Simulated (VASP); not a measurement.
Set up this calculation in VASP 6.6.1, as the native input.

```yaml
Task: single point
Functional: PBE0
Potentials_or_basis: VASP PAW PBE potentials, release 64 (Sb_d_GW)
Cutoff: 400 eV
k_mesh: 4 × 4 × 4
Occupations: fermi-dirac, width 0.05 eV
Spin: no spin polarisation
Dipole_correction: no
Grid_for_exact_exchange_PRECFOCK: Normal
Further_INCAR_settings: ALGO = Normal; EDIFF = 1e-06; NBANDS = 22
Share_of_exact_exchange: 0.25
```

Sb:

```
CELL_PARAMETERS angstrom
2.16847 1.25196 3.78289
-2.16847 1.25196 3.78289
0.00000 -2.50393 3.78289
ATOMIC_POSITIONS crystal
Sb 0.76651 0.76651 0.76651
Sb 0.23349 0.23349 0.23349
```

The input as run:

POSCAR

```
Sb
1.0
    2.1684666409      1.2519647989      3.7828881425
   -2.1684666409      1.2519647989      3.7828881425
    0.0000000000     -2.5039295978      3.7828881425
Sb
2
Direct
    0.7665100000      0.7665100000      0.7665100000
    0.2334900000      0.2334900000      0.2334900000
```

INCAR.step1

```
ALGO = Normal ; EDIFF = 1E-5
ENCUT = 400 ; GGA = PE
GGA_COMPAT = False ; ISIF = 2
ISMEAR = -1 ; LASPH = True
LCHARG = False ; LREAL = False
LWAVE = True ; NBANDS = 22
NELM = 120 ; PREC = Accurate
SIGMA = 0.05
```

INCAR.step2

```
AEXX = 0.25 ; ALGO = Normal
EDIFF = 1E-6 ; ENCUT = 400
GGA = PE ; GGA_COMPAT = False
ISIF = 2 ; ISMEAR = -1
ISTART = 1 ; LASPH = True
LCHARG = False ; LHFCALC = True
LREAL = False ; LWAVE = False
NBANDS = 22 ; NELM = 120
PREC = Accurate ; PRECFOCK = Normal
SIGMA = 0.05
```

KPOINTS

```
k-points
0
Gamma
  4 4 4
```

Potentials or basis: VASP PAW PBE potentials, release 64 (Sb_d_GW).

The run is started by

```sh
$ cat potpaw_PBE.64/Sb_d_GW/POTCAR > POTCAR
$ cp INCAR.step1 INCAR
$ mpirun -np 1 vasp_std > vasp.out
$ cp INCAR.step2 INCAR
$ mpirun -np 1 vasp_std > vasp.out
```

Results of the run:

```json
{
 "Pressure": "-0.9 GPa",
 "Largest force": "0.474 eV/Å",
 "Band gap on the k mesh": "0.93 eV (least direct gap 1.04 eV)"
}
```

Caveat: the k points lie up to 0.44 Å⁻¹ apart; the PAW data sets were made with another functional, which shifts forces and pressure a little; spin-orbit coupling is left out, which moves the levels of the heavy elements.

Run time: 15 min on 1 thread of Intel(R) Xeon(R) 6975P-C (Granite Rapids), with other jobs on the host, peak memory 0.19 GiB.
